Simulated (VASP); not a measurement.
# LiF3 (P6_3/mmc) in VASP: single point with PBE

Aim: the single point of LiF3 with PBE.

Program: VASP 6.6.1. These are calculated values, not measurements. Logs are shortened: lines on timing, memory, paths and dates and some standing lists are left out, and cuts for length are marked.

## Step 1: The cell of the first run

The structure is hexagonal, space group P6_3/mmc (No. 194). The conventional cell has a = 4.425 Å, b = 4.425 Å, c = 5.523 Å, α = 90.00°, β = 90.00°, γ = 120.00°. Within 2.9 Å of Li (site symmetry -6m2) lie 6 F at 2.21 Å. Within 2.9 Å of F (site symmetry mm2) lie 4 F at 2.19 to 2.23 Å and 2 Li at 2.21 Å.

## Step 2: Single point, PBE, collinear spin, ferromagnetic start

The input, INCAR:

```
PREC     = Accurate       # precision mode
ENCUT    = 520            # plane-wave cutoff, eV
EDIFF    = 1E-7           # SCF threshold, eV
ISMEAR   = 0              # smearing method
SIGMA    = 0.1            # smearing width, eV
LREAL    = F              # projectors in reciprocal space
LASPH    = T              # aspherical terms in the spheres
NELM     = 150            # most SCF steps
ALGO     = Normal         # electronic algorithm
ISIF     = 2              # what is computed and relaxed
LWAVE    = F              # write WAVECAR
LCHARG   = T              # write CHGCAR
ISPIN    = 2              # spin polarisation
MAGMOM   = 0 0 0.73 0.73 0.73 0.73 0.73 0.73 # initial moments
LORBIT   = 11             # projections on sites
GGA      = PE             # functional
LELF     = T              # ELF
LVHAR    = T            
NBANDS   = 38             # bands
```

The input, KPOINTS:

```
regular mesh
0
Gamma
  6 6 4
```

The input, POSCAR:

```
LiF3
1.0
    4.4251360958      0.0000000000      0.0000000000
   -2.2125680479      3.8322802742      0.0000000000
    0.0000000000      0.0000000000      5.5227948669
Li F
2 6
Direct
    0.3333333333      0.6666666667      0.7500000000
    0.6666666667      0.3333333333      0.2500000000
    0.1682852574      0.3365705149      0.2500000000
    0.1682852574      0.8317147426      0.2500000000
    0.6634294851      0.8317147426      0.2500000000
    0.8317147426      0.6634294851      0.7500000000
    0.8317147426      0.1682852574      0.7500000000
    0.3365705149      0.1682852574      0.7500000000
```

Potentials or basis: VASP PAW PBE potentials, release 64 (Li_sv, F).

The run is started by

```console
$ cat potpaw_PBE.64/Li_sv/POTCAR potpaw_PBE.64/F/POTCAR > POTCAR
$ mpirun -np 1 vasp_std > vasp.out
```

OUTCAR:

```text
PREC = Accurate
   ENCUT = 520
   EDIFF = 1E-7
   ISMEAR = 0
   LREAL = F
   LASPH = T
   NELM = 150
   ISIF = 2
   ISPIN = 2
   LORBIT = 11
   GGA = PE

 ion  position               nearest neighbor table
   1  0.333  0.667  0.750-   6 2.21   8 2.21   7 2.21   7 2.21   6 2.21   8 2.21
   2  0.667  0.333  0.250-   3 2.21   5 2.21   4 2.21   4 2.21   3 2.21   5 2.21
   3  0.168  0.337  0.250-   2 2.21   2 2.21
   4  0.168  0.832  0.250-   2 2.21   2 2.21
   5  0.663  0.832  0.250-   2 2.21   2 2.21
   6  0.832  0.663  0.750-   1 2.21   1 2.21
   7  0.832  0.168  0.750-   1 2.21   1 2.21
   8  0.337  0.168  0.750-   1 2.21   1 2.21

  LATTYP: Found a hexagonal cell.
 ALAT       =     4.4251360958
 C/A-ratio  =     1.2480508503

  Lattice vectors:

 A1 = (   4.4251360958,   0.0000000000,   0.0000000000)
 A2 = (  -2.2125680479,   3.8322802742,   0.0000000000)
 A3 = (   0.0000000000,   0.0000000000,   5.5227948669)

Analysis of symmetry for initial positions (statically):
=====================================================================
 Subroutine PRICEL returns:
 Original cell was already a primitive cell.

 Routine SETGRP: Setting up the symmetry group for a
 hexagonal supercell.

 Subroutine GETGRP returns: Found 24 space group operations
 (whereof 12 operations were pure point group operations)
 out of a pool of 24 trial point group operations.

The static configuration has the point symmetry D_3d.
 The point group associated with its full space group is D_6h.

Analysis of symmetry for dynamics (positions and initial velocities):
=====================================================================
 Subroutine PRICEL returns:
 Original cell was already a primitive cell.

 Routine SETGRP: Setting up the symmetry group for a
 hexagonal supercell.

 Subroutine GETGRP returns: Found 24 space group operations
 (whereof 12 operations were pure point group operations)
 out of a pool of 24 trial point group operations.

The dynamic configuration has the point symmetry D_3d.
 The point group associated with its full space group is D_6h.

Analysis of structural, dynamic, and magnetic symmetry:
=====================================================================
 Subroutine PRICEL returns:
 Original cell was already a primitive cell.

[... 154 lines left out ...]

 number of electron      47.9999991 magnetization       3.9998853

 Free energy of the ion-electron system (eV)
  ---------------------------------------------------
  ext. energy  EPLUGINS =         0.00000000
  ---------------------------------------------------
  free energy    TOTEN  =       -23.76451808 eV

  energy without entropy =      -23.74285255  energy(sigma->0) =      -23.75368531

 E-fermi :  -2.8961     XC(G=0):  -8.7364

 val. band max:       -2.9085660115   @ k =   0.1667   0.1667   0.0000
 cond. band min:      -2.8891486091   @ k =   0.3333   0.1667   0.2500
 fundamental gap:      0.0194174024
 Fermi energy:        -2.8960747131

 spin component 1

 k-point     1 :       0.0000    0.0000    0.0000
  band No.  band energies     occupation
      1     -45.4979      1.00000
      2     -45.4967      1.00000
      3     -24.9412      1.00000
      4     -24.7459      1.00000
      5     -23.2862      1.00000
      6     -23.2862      1.00000
[... 808 lines left out ...]
     35      14.2695      0.00000
     36      14.2695      0.00000
 Fermi energy:        -2.8960747131

 spin component 2

 k-point     1 :       0.0000    0.0000    0.0000
  band No.  band energies     occupation
      1     -45.5054      1.00000
      2     -45.5041      1.00000
      3     -23.7470      1.00000
      4     -23.5251      1.00000
      5     -22.0097      1.00000
      6     -22.0097      1.00000
[... 808 lines left out ...]
     35      14.4356      0.00000
     36      14.4356      0.00000
 [bands above 36 left out]

------------------------ aborting loop because EDIFF is reached ----------------------------------------

  FORCE on cell =-STRESS in cart. coord.  units (eV):
  Direction    XX          YY          ZZ          XY          YZ          ZX
  --------------------------------------------------------------------------------------
  -------------------------------------------------------------------------------------
  Total       -0.3022443     -0.3022443     -0.1439460      0.0000000      0.0000000     -0.0000000
  in kB       -5.1704215     -5.1704215     -2.4624501      0.0000000      0.0000000     -0.0000000
  external PRESSURE =      -4.2677644 kB  Pullay stress =       0.0000000 kB

 VOLUME and BASIS-vectors are now :
 -----------------------------------------------------------------------------
  energy-cutoff  :      520.00
  volume of cell :       93.66
      direct lattice vectors                 reciprocal lattice vectors
     4.425136096  0.000000000  0.000000000     0.225981750  0.130470624  0.000000000
    -2.212568048  3.832280274  0.000000000     0.000000000  0.260941249  0.000000000
     0.000000000  0.000000000  5.522794867     0.000000000  0.000000000  0.181067743

 POSITION                                       TOTAL-FORCE (eV/Angst)
 -----------------------------------------------------------------------------------
     -0.00000      2.55485      4.14210         0.000000      0.000000      0.000000
      2.21257      1.27743      1.38070         0.000000      0.000000      0.000000
     -0.00000      1.28983      1.38070         0.000000      0.001660     -0.000000
     -1.09554      3.18736      1.38070         0.001438     -0.000830      0.000000
      1.09554      3.18736      1.38070        -0.001438     -0.000830      0.000000
      2.21257      2.54245      4.14210        -0.000000     -0.001660      0.000000
      3.30811      0.64492      4.14210        -0.001438      0.000830      0.000000
      1.11703      0.64492      4.14210         0.001438      0.000830      0.000000
 -----------------------------------------------------------------------------------
    total drift:                               -0.000000      0.000000      0.000000

  FREE ENERGIE OF THE ION-ELECTRON SYSTEM (eV)
  ---------------------------------------------------
  free  energy   TOTEN  =       -23.7645180775 eV

  energy  without entropy=      -23.7428525514  energy(sigma->0) =      -23.75368531

 total charge

# of ion       s       p       d       tot
------------------------------------------
    1        1.997   0.020   0.000   2.016
    2        1.997   0.020   0.000   2.016
    3        1.758   4.135   0.000   5.893
    4        1.758   4.135   0.000   5.893
    5        1.758   4.135   0.000   5.893
    6        1.758   4.135   0.000   5.893
    7        1.758   4.135   0.000   5.893
    8        1.758   4.135   0.000   5.893
--------------------------------------------------
tot         14.541  24.849   0.000  39.390

 magnetization (x)

# of ion       s       p       d       tot
------------------------------------------
    1       -0.001  -0.002   0.000  -0.003
    2       -0.001  -0.002   0.000  -0.003
    3        0.005   0.620   0.000   0.625
    4        0.005   0.620   0.000   0.625
    5        0.005   0.620   0.000   0.625
    6        0.005   0.620   0.000   0.625
    7        0.005   0.620   0.000   0.625
    8        0.005   0.620   0.000   0.625
--------------------------------------------------
tot          0.026   3.718   0.000   3.745
```

OSZICAR:

```text
N       E                     dE             d eps       ncg     rms          rms(c)
DAV:   1     0.348704601324E+03    0.34870E+03   -0.25855E+04  3192   0.128E+03
DAV:   2     0.196354361206E+01   -0.34674E+03   -0.33010E+03  3642   0.331E+02
DAV:   3    -0.212197732704E+02   -0.23183E+02   -0.22611E+02  4378   0.780E+01
DAV:   4    -0.237301272933E+02   -0.25104E+01   -0.25018E+01  4944   0.142E+01
DAV:   5    -0.237641123020E+02   -0.33985E-01   -0.33984E-01  3810   0.193E+00    0.864E+00
DAV:   6    -0.236509307093E+02    0.11318E+00   -0.15611E+00  3560   0.755E+00    0.474E+00
DAV:   7    -0.237303726689E+02   -0.79442E-01   -0.22016E-01  3608   0.258E+00    0.199E+00
DAV:   8    -0.237402545138E+02   -0.98818E-02   -0.57188E-02  3770   0.157E+00    0.110E+00
DAV:   9    -0.237583020085E+02   -0.18047E-01   -0.19985E-02  3920   0.826E-01    0.381E-01
DAV:  10    -0.237634319363E+02   -0.51299E-02   -0.35376E-03  3596   0.379E-01    0.201E-01
DAV:  11    -0.237640114253E+02   -0.57949E-03   -0.55532E-04  4278   0.129E-01    0.761E-02
DAV:  12    -0.237644396853E+02   -0.42826E-03   -0.26973E-04  3384   0.909E-02    0.303E-02
DAV:  13    -0.237645050011E+02   -0.65316E-04   -0.29027E-05  4144   0.314E-02    0.132E-02
DAV:  14    -0.237645149128E+02   -0.99117E-05   -0.10795E-05  3352   0.191E-02    0.538E-03
DAV:  15    -0.237645185105E+02   -0.35977E-05   -0.12602E-06  4050   0.741E-03    0.145E-03
DAV:  16    -0.237645180878E+02    0.42267E-06   -0.46109E-08  2780   0.133E-03    0.583E-04
DAV:  17    -0.237645180775E+02    0.10305E-07   -0.27999E-08  2746   0.113E-03
   1 F= -.23764518E+02 E0= -.23753685E+02  d E =-.216655E-01  mag=     4.0000
```

stdout:

```text
POSCAR found type information on POSCAR LiF
 POSCAR found :  2 types and       8 ions
 scaLAPACK will be used
 LDA part: xc-table for (Slater+PW92), standard interpolation
 POSCAR, INCAR and KPOINTS ok, starting setup
 FFT: planning ... GRIDC
 FFT: planning ... GRID_SOFT
 FFT: planning ... GRID
 WAVECAR not read
 entering main loop
```

It took 2.5 min on 1 thread of Intel Xeon Platinum 8375C at 2.90GHz (Ice Lake), shared host; peak memory 0.31 GiB.

Results:

```
Free energy                                           : -23.7645 eV
Band gap on the k mesh                                : zero (filled and empty bands overlap)
Net moment                                            : 4.00 μB per cell
Site moments                                          : Li -0.00; F +0.62 μB
Valence electrons inside the program's atomic spheres : Li 2.02; F 5.89
```

Caveat: the cutoff is under 1.25 times the usual one of these potentials, so pressure, stress and relaxed cells hold a basis-set (Pulay) error.
